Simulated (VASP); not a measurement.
Runs of VASP 6.6.1 on AlInSb2. The structure is that of space group P-4m2 (No. 115), or close to it. The cells are those of the table. 

```csv
cell,gap on the mesh (eV),pressure (GPa),largest force (eV/Å)
"a = 4.563, b = 4.563, c = 5.929 Å, 4 atoms",0.12,0.6,(b)
"a = 4.498, b = 4.498, c = 6.099 Å, 4 atoms",0.47,2.0,2.42
"a = 4.438, b = 4.438, c = 6.267 Å, 4 atoms",0.58,(c),(a)
"a = 4.325, b = 4.325, c = 6.597 Å, 4 atoms",0.40,0.7,1.29
```

Alike in all rows: task single point; level LDA; potentials or basis VASP PAW LDA potentials, release 64 (Al, In_d, Sb); no spin polarisation; k mesh 8 × 8 × 6; cutoff (eV) 520; smearing gaussian 0.05 eV.

**Question.** Estimate the missing entries.

**Answer.** (a) 1.25; (b) 1.85; (c) 0.8.

Caveats: spin-orbit coupling is left out, which moves the levels of the heavy elements; forces of over 1 eV/Å act on the atoms, so gaps and moduli don't describe the material at rest.

A k mesh can miss the band edges, and the runs leave out spin-orbit coupling on In, Sb.
